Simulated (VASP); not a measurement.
Input of a VASP 6.6.1 run:

INCAR

```
PREC = Accurate
ENCUT = 600
EDIFF = 1E-6
ISMEAR = -1
SIGMA = 0.05
LREAL = False
LASPH = True
NELM = 60
ALGO = Normal
ISIF = 4
LWAVE = False
LCHARG = False
GGA = PE
IBRION = 2
NSW = 50
EDIFFG = -0.005
```

Contents of KPOINTS:

```
Automatic mesh
0
Gamma
  10 10 6
```

POSCAR

```
Li
1.0
    2.8061906677      0.0000000000      0.0000000000
   -1.4030953338      2.4302324061      0.0000000000
    0.0000000000      0.0000000000      8.8858788920
Li
4
Direct
    0.0000000000      0.0000000000      0.0000000000
    0.0000000000      0.0000000000      0.5000000000
    0.3333333333      0.6666666667      0.2500000000
    0.6666666667      0.3333333333      0.7500000000
```

Potentials or basis: VASP PAW PBE potentials, release 64 (Li_sv).

Launch:

```sh
$ cat potpaw_PBE.64/Li_sv/POTCAR > POTCAR
$ mpirun -np 1 vasp_std > vasp.out
```

(1) Predict the band gap on the k mesh.

Results:

(1) zero (band 6 reaches 3.19 eV, above the bottom of band 7 at -1.07 eV).
